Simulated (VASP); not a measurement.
# HfB2 (P6/mmm) in VASP: a series of runs, part 2 of 2

VASP 6.6.1.

**4. Single point, revPBE**

The input, INCAR:

```
SYSTEM = HfB2
  ALGO = Normal
  EDIFF = 1E-7
  ENCUT = 520
  GGA = RE
  ISIF = 2
  ISMEAR = 1
  LASPH = .TRUE.
  LCHARG = .FALSE.
  LREAL = .FALSE.
  LWAVE = .FALSE.
  NBANDS = 15
  NELM = 100
  PREC = Accurate
  SIGMA = 0.1
```

The input, KPOINTS:

```
k-points
0
G
  10 10 8
  0 0 0
```

The input, POSCAR:

```
HfB2
1.0
    3.1400000000      0.0000000000      0.0000000000
   -1.5700000000      2.7193200000      0.0000000000
    0.0000000000      0.0000000000      3.4800000000
Hf B
1 2
Direct
    0.0000000000      0.0000000000      0.0000000000
    0.3333333333      0.6666666667      0.5000000000
    0.6666666667      0.3333333333      0.5000000000
```

Potentials or basis: VASP PAW PBE potentials, release 64 (Hf_pv, B).

The run is started by

```console
$ cat potpaw_PBE.64/Hf_pv/POTCAR potpaw_PBE.64/B/POTCAR > POTCAR
$ mpirun -np 1 vasp_std > vasp.out
```

OUTCAR:

```text
SYSTEM = HfB2
   EDIFF = 1E-7
   ENCUT = 520
   GGA = RE
   ISIF = 2
   ISMEAR = 1
   LASPH = .TRUE.
   LREAL = .FALSE.
   NELM = 100
   PREC = Accurate

 ion  position               nearest neighbor table
   1  0.000  0.000  0.000-   2 2.51   3 2.51   2 2.51   3 2.51   3 2.51   3 2.51   2 2.51   2 2.51
                             3 2.51   3 2.51   2 2.51   2 2.51
   2  0.333  0.667  0.500-   3 1.81   3 1.81   3 1.81   1 2.51   1 2.51   1 2.51   1 2.51   1 2.51
                             1 2.51
   3  0.667  0.333  0.500-   2 1.81   2 1.81   2 1.81   1 2.51   1 2.51   1 2.51   1 2.51   1 2.51
                             1 2.51

  LATTYP: Found a hexagonal cell.
 ALAT       =     3.1400000000
 C/A-ratio  =     1.1082802548

  Lattice vectors:

 A1 = (   3.1400000000,   0.0000000000,   0.0000000000)
 A2 = (  -1.5700000000,   2.7193200000,   0.0000000000)
 A3 = (   0.0000000000,   0.0000000000,   3.4800000000)

Analysis of symmetry for initial positions (statically):
=====================================================================
 Subroutine PRICEL returns:
 Original cell was already a primitive cell.

 Routine SETGRP: Setting up the symmetry group for a
 hexagonal supercell.

 Subroutine GETGRP returns: Found 24 space group operations
 (whereof 24 operations were pure point group operations)
 out of a pool of 24 trial point group operations.

The static configuration has the point symmetry D_6h.

Analysis of symmetry for dynamics (positions and initial velocities):
=====================================================================
 Subroutine PRICEL returns:
 Original cell was already a primitive cell.

 Routine SETGRP: Setting up the symmetry group for a
 hexagonal supercell.

 Subroutine GETGRP returns: Found 24 space group operations
 (whereof 24 operations were pure point group operations)
 out of a pool of 24 trial point group operations.

The dynamic configuration has the point symmetry D_6h.

 Subroutine INISYM returns: Found 24 space group operations
 (whereof 24 operations are pure point group operations),
 and found     1 'primitive' translations
[... 123 lines left out ...]
   LHFCALC =     F    Hartree Fock is set to
   AEXX    =    0.0000 exact exchange contribution
   IVDW    =     0    specifies the selected vdW correction
   LEPSILON=     F    determine dielectric tensor
   LRPA    =     F    only Hartree local field effects (RPA)
 non-spin polarized calculation
 Methfessel and Paxton  Order N= 1 SIGMA  =   0.10
  energy-cutoff  :      520.00
  volume of cell :       29.71
 maximum number of plane-waves:       816
 NGX is ok and might be reduce to    24
   NGX = 11   NGY = 11   NGZ = 13

 number of electron      15.9999997 magnetization

 Free energy of the ion-electron system (eV)
  ---------------------------------------------------
  ext. energy  EPLUGINS =         0.00000000
  ---------------------------------------------------
  free energy    TOTEN  =       -25.52129461 eV

  energy without entropy =      -25.52076294  energy(sigma->0) =      -25.52111739

 E-fermi :   7.6151     XC(G=0): -12.5711

 val. band max:        7.5897482953   @ k =   0.2000   0.2000   0.1250
 cond. band min:       7.8897403305   @ k =   0.1000   0.1000   0.2500
 fundamental gap:      0.2999920352
 Fermi energy:         7.6150988470

 k-point     1 :       0.0000    0.0000    0.0000
  band No.  band energies     occupation
      1     -22.9016      2.00000
      2     -22.4149      2.00000
      3     -22.4149      2.00000
      4      -6.0453      2.00000
      5       4.7476      2.00000
      6       4.8577      2.00000
      7       4.8577      2.00000
      8       4.9574      2.00000
      9      11.7924      0.00000
     10      11.7924      0.00000
     11      12.4340      0.00000
     12      12.4340      0.00000
     13      12.7033      0.00000
     14      12.7422      0.00000
[... 401 lines left out ...]
      2     -22.8037      2.00000
      3     -22.6287      2.00000
      4      -2.2444      2.00000
      5      -0.8744      2.00000
      6       3.0968      2.00000
      7       3.9818      2.00000
      8       5.5322      2.00000
      9       8.9029     -0.00000
     10      11.8883      0.00000
     11      11.9616      0.00000
     12      14.0453      0.00000
     13      15.2492      0.00000
     14      16.1883      0.00000
     15      18.5969      0.00000

 [... further k-points ...]
[... 5 lines left out ...]
  --------------------------------------------------------------------------------------
  -------------------------------------------------------------------------------------
  Total        0.7208371      0.7208372      0.8319080      0.0000000      0.0000000      0.0000000
  in kB       38.8667755     38.8667822     44.8556017      0.0000000      0.0000000      0.0000000
  external PRESSURE =      40.8630531 kB  Pullay stress =       0.0000000 kB

 VOLUME and BASIS-vectors are now :
 -----------------------------------------------------------------------------
  energy-cutoff  :      520.00
  volume of cell :       29.71
      direct lattice vectors                 reciprocal lattice vectors
     3.140000000  0.000000000  0.000000000     0.318471338  0.183869497  0.000000000
    -1.570000000  2.719320000  0.000000000     0.000000000  0.367738994  0.000000000
     0.000000000  0.000000000  3.480000000     0.000000000  0.000000000  0.287356322

 POSITION                                       TOTAL-FORCE (eV/Angst)
 -----------------------------------------------------------------------------------
      0.00000      0.00000      0.00000         0.000000      0.000000      0.000000
     -0.00000      1.81288      1.74000        -0.000000     -0.000000      0.000000
      1.57000      0.90644      1.74000         0.000000      0.000000      0.000000
 -----------------------------------------------------------------------------------
    total drift:                               -0.000000      0.000000      0.000000

  FREE ENERGIE OF THE ION-ELECTRON SYSTEM (eV)
  ---------------------------------------------------
  free  energy   TOTEN  =       -25.5212946071 eV

  energy  without entropy=      -25.5207629447  energy(sigma->0) =      -25.52111739
```

OSZICAR:

```text
N       E                     dE             d eps       ncg     rms          rms(c)
DAV:   1     0.302615192520E+02    0.30262E+02   -0.81733E+03  2100   0.102E+03
DAV:   2    -0.262306661539E+02   -0.56492E+02   -0.53011E+02  2823   0.222E+02
DAV:   3    -0.278082510084E+02   -0.15776E+01   -0.15703E+01  2709   0.271E+01
DAV:   4    -0.278147844810E+02   -0.65335E-02   -0.65325E-02  2548   0.213E+00
DAV:   5    -0.278148223266E+02   -0.37846E-04   -0.37846E-04  2688   0.145E-01    0.526E+01
DAV:   6    -0.256352215731E+02    0.21796E+01   -0.26345E+00  2527   0.118E+01    0.383E+01
DAV:   7    -0.255908740474E+02    0.44348E-01   -0.97595E-01  2590   0.722E+00    0.113E+01
DAV:   8    -0.255256702452E+02    0.65204E-01   -0.24722E-01  2394   0.376E+00    0.167E+00
DAV:   9    -0.255214084108E+02    0.42618E-02   -0.19019E-02  2415   0.112E+00    0.348E-01
DAV:  10    -0.255212892791E+02    0.11913E-03   -0.72325E-04  2597   0.217E-01    0.268E-01
DAV:  11    -0.255212971892E+02   -0.79101E-05   -0.47760E-05  2590   0.531E-02    0.117E-01
DAV:  12    -0.255212944863E+02    0.27029E-05   -0.34136E-06  2485   0.139E-02    0.113E-02
DAV:  13    -0.255212946014E+02   -0.11508E-06   -0.23349E-07  2510   0.392E-03    0.263E-03
DAV:  14    -0.255212946071E+02   -0.57225E-08   -0.12250E-08  1169   0.956E-04
   1 F= -.25521295E+02 E0= -.25521117E+02  d E =-.531662E-03
```

Wall time 34 s (1 thread of Intel Xeon 8259CL, shared host); peak memory 0.16 GiB.

Results:

* Free energy: -25.5213 eV
* Pressure: 4.1 GPa
* Band gap on the k mesh: zero (band 8 reaches 8.35 eV, above the bottom of band 9 at 7.51 eV)

Caveat: the PAW data sets were made with another functional, which shifts forces and pressure a little; spin-orbit coupling is left out, which moves the levels of the heavy elements.

**5. The runs side by side**

| level | gap on the mesh (eV) | pressure (GPa) |
| --- | --- | --- |
| PBE | none | 1.0 |
| RPBE | none | 5.1 |
| revPBE | none | 4.1 |

Alike in all rows: task single point; potentials or basis VASP PAW PBE potentials, release 64 (Hf_pv, B); no spin polarisation; cell as given; k mesh 10 × 10 × 8; cutoff (eV) 520; smearing methfessel-paxton 0.1 eV.

Every run on the cell as given and a fine mesh finds a metal. The pressure there spans 1.0 GPa (PBE) to 5.1 GPa (RPBE); a positive pressure means that this level wants a larger cell, a negative one a smaller.

Caveats: spin-orbit coupling is left out, which moves the levels of the heavy elements; the PAW data sets were made with another functional, which shifts forces and pressure a little (some runs).

Absolute energies hang on the potentials; compare differences alone.
